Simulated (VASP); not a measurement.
# InAs (zincblende type) (F-43m) in VASP: a series of runs, part 2 of 2

VASP 6.6.1. The steps go on from the part before.

**3. Relaxation of cell and atoms, PBE**

This run uses another cell than the first one, of 30.00 Å³/atom, 1.013 times its volume.

Input file INCAR:

```
PREC     = Accurate       # precision mode
ENCUT    = 500            # plane-wave cutoff, eV
EDIFF    = 1E-7           # SCF threshold, eV
ISMEAR   = -1             # smearing method
SIGMA    = 0.02           # smearing width, eV
LREAL    = False          # projectors in reciprocal space
LASPH    = True           # aspherical terms in the spheres
NELM     = 120            # most SCF steps
ALGO     = Normal         # electronic algorithm
ISIF     = 3              # what is computed and relaxed
LWAVE    = False          # write WAVECAR
LCHARG   = False          # write CHGCAR
GGA      = PE             # functional
IBRION   = 2              # ionic algorithm
NSW      = 60             # ionic steps
EDIFFG   = -0.005         # ionic threshold
GGA_COMPAT= False        
NELMIN   = 4
```

Input file KPOINTS:

```
Automatic mesh
0
Gamma
  9 9 9
```

Input file POSCAR:

```
InAs
1.0
    0.0000000000      3.1072325060      3.1072325060
    3.1072325060      0.0000000000      3.1072325060
    3.1072325060      3.1072325060      0.0000000000
In As
1 1
Direct
    0.0000000000      0.0000000000      0.0000000000
    0.2500000000      0.2500000000      0.2500000000
```

Potentials or basis: VASP PAW PBE potentials, release 64 (In_d, As).

Launch:

```sh
> cat potpaw_PBE.64/In_d/POTCAR potpaw_PBE.64/As/POTCAR > POTCAR
> mpirun -np 1 vasp_std > vasp.out
```

OUTCAR:

```text
PREC = Accurate
   ENCUT = 500
   EDIFF = 1E-7
   ISMEAR = -1
   LREAL = False
   LASPH = True
   NELM = 120
   ISIF = 3
   GGA = PE
   IBRION = 2
   NSW = 60
   EDIFFG = -0.005
   NELMIN = 4

 ion  position               nearest neighbor table
   1  0.000  0.000  0.000-   2 2.69   2 2.69   2 2.69   2 2.69
   2  0.250  0.250  0.250-   1 2.69   1 2.69   1 2.69   1 2.69

  LATTYP: Found a face centered cubic cell.
 ALAT       =     6.2144650120

  Lattice vectors:

 A1 = (   0.0000000000,   3.1072325060,   3.1072325060)
 A2 = (   3.1072325060,   0.0000000000,   3.1072325060)
 A3 = (   3.1072325060,   3.1072325060,   0.0000000000)

Analysis of symmetry for initial positions (statically):
=====================================================================
 Subroutine PRICEL returns:
 Original cell was already a primitive cell.

 Routine SETGRP: Setting up the symmetry group for a
 face centered cubic supercell.

 Subroutine GETGRP returns: Found 24 space group operations
 (whereof 24 operations were pure point group operations)
 out of a pool of 48 trial point group operations.

The static configuration has the point symmetry T_d .

Analysis of symmetry for dynamics (positions and initial velocities):
=====================================================================
 Subroutine PRICEL returns:
 Original cell was already a primitive cell.

 Routine SETGRP: Setting up the symmetry group for a
 face centered cubic supercell.

 Subroutine GETGRP returns: Found 24 space group operations
 (whereof 24 operations were pure point group operations)
 out of a pool of 48 trial point group operations.

The dynamic configuration has the point symmetry T_d .

 Subroutine INISYM returns: Found 24 space group operations
 (whereof 24 operations are pure point group operations),
 and found     1 'primitive' translations

----------------------------------------------------------------------------------------

                                     Primitive cell

[... 133 lines left out ...]
  ---------------------------------------------------
  ext. energy  EPLUGINS =         0.00000000
  ---------------------------------------------------
  free energy    TOTEN  =        -7.71699163 eV

  energy without entropy =       -7.71688224  energy(sigma->0) =       -7.71693693

------------------------ aborting loop because EDIFF is reached ----------------------------------------

  FORCE on cell =-STRESS in cart. coord.  units (eV):
  Direction    XX          YY          ZZ          XY          YZ          ZX
  --------------------------------------------------------------------------------------
  -------------------------------------------------------------------------------------
  Total       -0.2203086     -0.2203086     -0.2203086      0.0000000      0.0000000      0.0000000
  in kB       -5.8828895     -5.8828895     -5.8828895      0.0000000      0.0000000      0.0000000
  external PRESSURE =      -5.8828895 kB  Pullay stress =       0.0000000 kB
[... 59 lines left out ...]
--------------------------------------- Ionic step        3  -------------------------------------------

 number of electron      18.0000010 magnetization

 Free energy of the ion-electron system (eV)
  ---------------------------------------------------
  ext. energy  EPLUGINS =         0.00000000
  ---------------------------------------------------
  free energy    TOTEN  =        -7.71838741 eV

  energy without entropy =       -7.71827857  energy(sigma->0) =       -7.71833299

 E-fermi :   3.8464     XC(G=0):  -8.7915

 val. band max:        3.8322426167   @ k =   0.0000   0.0000   0.0000
 cond. band min:       4.6462324343   @ k =   0.1111   0.0000   0.0000
 fundamental gap:      0.8139898176
 Fermi energy:         3.8463796218

 k-point     1 :       0.0000    0.0000    0.0000
  band No.  band energies     occupation
      1     -10.4342      2.00000
      2     -10.4342      2.00000
      3     -10.4342      2.00000
      4     -10.3348      2.00000
      5     -10.3348      2.00000
      6      -7.6033      2.00000
      7       3.2846      2.00000
      8       3.8322      1.33941
      9       3.8322      1.33941
     10       3.8322      1.33941
     11       7.7044      0.00000
     12       7.7044      0.00000
     13       7.7044      0.00000
[... 354 lines left out ...]
  band No.  band energies     occupation
      1     -10.5717      2.00000
      2     -10.3731      2.00000
      3     -10.3731      2.00000
      4     -10.3621      2.00000
      5     -10.3174      2.00000
      6      -5.9514      2.00000
      7      -1.5934      2.00000
      8       1.7762      2.00000
      9       1.7762      2.00000
     10       5.5090      0.00000
     11       5.9425      0.00000
     12      12.2899      0.00000
     13      12.3473      0.00000

 [... further k-points ...]

------------------------ aborting loop because EDIFF is reached ----------------------------------------

  FORCE on cell =-STRESS in cart. coord.  units (eV):
  Direction    XX          YY          ZZ          XY          YZ          ZX
  --------------------------------------------------------------------------------------
  -------------------------------------------------------------------------------------
  Total       -0.0003655     -0.0003655     -0.0003655      0.0000000      0.0000000      0.0000000
  in kB       -0.0098820     -0.0098820     -0.0098820      0.0000000      0.0000000      0.0000000
  external PRESSURE =      -0.0098820 kB  Pullay stress =       0.0000000 kB
[... 17 lines left out ...]
  FREE ENERGIE OF THE ION-ELECTRON SYSTEM (eV)
  ---------------------------------------------------
  free  energy   TOTEN  =        -7.7183874128 eV

  energy  without entropy=       -7.7182785734  energy(sigma->0) =       -7.71833299

 reached required accuracy - stopping structural energy minimisation
```

Run time: 68 s. Hardware: 1 thread of Intel Xeon Platinum 8488C (Sapphire Rapids), shared host; peak memory 0.2 GiB.

What came out:

* Free energy: -7.7184 eV
* Relaxed volume: 29.63 Å³/atom
* Relaxed cell: a = 4.376 Å, b = 4.376 Å, c = 4.376 Å, α = 60.00°, β = 60.00°, γ = 60.00°
* Space group after relaxing (to 0.05 Å): F-43m (No. 216)
* Energy gained by relaxing: 0.7 meV/atom
* Ionic steps: 3
* Pressure after relaxing: 0.0 GPa
* Band gap on the k mesh: zero (filled and empty bands touch)

The path:
```
step  energy change (eV)  largest force (eV/Å)  pressure (GPa)  volume (Å³)
   1              0.0000                0.0000           -0.59        60.00
   2             -0.0013                0.0000            0.18        59.05
   3             -0.0014                0.0000            0.00        59.25
```

Final structure:
```
In As
1.0
     0.00000    3.09430    3.09430
     3.09430    0.00000    3.09430
     3.09430    3.09430    0.00000
In As
1 1
Direct
  0.00000 0.00000 0.00000
  0.25000 0.25000 0.25000
```

Caveat: spin-orbit coupling is left out, which moves the levels of the heavy elements.
